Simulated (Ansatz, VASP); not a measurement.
**LiH: VASP beside Ansatz**

```
CELL_PARAMETERS angstrom
0.00000 1.94070 1.94070
1.94070 0.00000 1.94070
1.94070 1.94070 0.00000
ATOMIC_POSITIONS crystal
Li 0.00000 0.00000 0.00000
H 0.50000 0.50000 0.50000
```

Change from the starting cell: hydrostatic strain -3.1%.

Alike in both runs: task single point; functional HSE06; k mesh 8 × 8 × 8; no spin polarisation.

|  | VASP | Ansatz |
| --- | --- | --- |
| version | VASP 6.6.1 | Ansatz 0.2.0 |
| potentials or method | VASP PAW PBE potentials, release 64 (Li_sv, H) | plane waves, PAW |
| plane-wave cutoff (eV) | 520 | 420 |
| occupations | gaussian, width 0.01 eV | fixed |
| valence electrons in the cell | 4 | 4 |

Ansatz gave:

* gap on the k mesh at the Fermi level (eV): 3.91

Q: Estimate VASP's values.

A: gap on the k mesh at the Fermi level (eV): 3.90.

Ansatz's warnings: stress exchange threshold loose, stress scf threshold loose.

Noted on VASP's run: the cutoff is short for stress, so the pressure is rough.
